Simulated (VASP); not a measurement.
The system is Be3CdS4.

```xyz
8
Lattice="-2.5550 2.5550 5.1100 2.5550 -2.5550 5.1100 2.5550 2.5550 -5.1100" Properties=species:S:1:pos:R:3 pbc="T T T"
Be    2.5550    0.0000    2.5550
Be    0.0000    2.5550    2.5550
Be    0.0000    0.0000    5.1100
Cd    0.0000    0.0000    0.0000
S     1.1498    1.1498    3.6996
S     1.4053    1.4053   -1.4104
S    -1.1498    1.1498    6.5204
S     1.1498   -1.1498    6.5204
```

```yaml
Program: VASP 6.6.1
Task: relaxation of cell and atoms
Functional: PBE
Potentials_or_basis: VASP PAW PBE potentials, release 64 (Be, Cd, S)
Cutoff: 600 eV
k_mesh: 3 × 3 × 3
Occupations: gaussian, width 0.15 eV
Spin: no spin polarisation
```

At the start: pressure 1.7 GPa; volume 16.68 Å³/atom.

Problem. Where does the relaxation end?

Solution. Over 4 steps the energy falls by 8.8 meV/atom and the volume is 16.97 Å³/atom (+1.7 %); space group I-42m (No. 121, to 0.1 Å) before and after.

The path:
```tsv
step	energy change (eV)	largest force (eV/Å)	pressure (GPa)	volume (Å³)
1	0.0000	0.6135	1.70	133.43
2	-0.0586	0.1865	-0.74	136.88
3	-0.0589	0.1570	-0.92	137.14
4	-0.0704	0.0217	-0.19	135.75
```

Final structure:
```
Be Cd S
1.0
    -2.57871    2.57871    5.10365
     2.57871   -2.57871    5.10365
     2.57871    2.57871   -5.10365
Be Cd S
3 1 4
Direct
  0.25000 0.75000 0.50000
  0.75000 0.25000 0.50000
  0.50000 0.50000 0.00000
  0.00000 0.00000 0.00000
  0.58082 0.58082 0.43784
  0.14299 0.14299 0.56216
  0.85701 0.41918 0.00000
  0.41918 0.85701 0.00000
```

Caveat: the k points lie up to 0.45 Å⁻¹ apart in the final cell.
